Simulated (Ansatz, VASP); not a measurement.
# One calculation of InSb, two programs

File INCAR:

```
  PREC = Accurate
  ENCUT = 500
  EDIFF = 1E-6
  ISMEAR = 0
  SIGMA = 0.0037
  LREAL = False
  LASPH = True
  NELM = 120
  ALGO = Normal
  ISIF = 2
  LWAVE = False
  LCHARG = False
  GGA = PE
  IVDW = 12
  NBANDS = 16
  GGA_COMPAT = False
```

File KPOINTS:

```
regular mesh
0
Gamma
  4 4 4
```

POSCAR

```
InSb
1.0
    0.0000000000      3.0735130000      3.0735130000
    3.0735130000      0.0000000000      3.0735130000
    3.0735130000      3.0735130000      0.0000000000
In Sb
1 1
Direct
    0.0000000000      0.0000000000      0.0000000000
    0.5000000000      0.5000000000      0.5000000000
```

Input for Ansatz:

```yaml
crystal:
  lattice:
    - [0.0, 3.073513, 3.073513]
    - [3.073513, 0.0, 3.073513]
    - [3.073513, 3.073513, 0.0]
  atoms:
    - { symbol: In, position: [0.0, 0.0, 0.0] }
    - { symbol: Sb, position: [0.5, 0.5, 0.5] }
  symmetry: { tolerance: 0.001 }
basis:
  ecutwfc: 420
kpoints:
  mp_grid: { grid: [4, 4, 4] }
hamiltonian:
  xc: pbe
  dispersion: d3bj
scf:
  occupations: { method: gaussian, width: 0.0037 }
output:
  forces: true
  stress: true
  eigenvalues: true
```

Alike in both runs: task single point; functional PBE; dispersion D3(BJ); k mesh 4 × 4 × 4; occupations gaussian, width 0.0037 eV; no spin polarisation.

```csv
,VASP,Ansatz
version,VASP 6.6.1,Ansatz 0.2.0
potentials or method,"VASP PAW PBE potentials, release 64 (In_d, Sb), cutoff 500 eV","scalar-relativistic, plane waves, PAW"
valence electrons in the cell,18,28
```

|  | VASP | Ansatz | Ansatz less VASP |
| --- | --- | --- | --- |
| gap on the k mesh at the Fermi level (eV) | none | none | - |
| pressure (GPa) | -0.4 | -0.4 | +0.02 |

A gap of «none» marks a metal or a gap that the smearing closes. VASP's potentials hold 18 valence electrons a cell and Ansatz's 28, so a difference there can come from the potentials and not from the codes.

The k mesh is coarse, so the values compare programs but aren't converged. Neither program's run includes spin-orbit coupling.
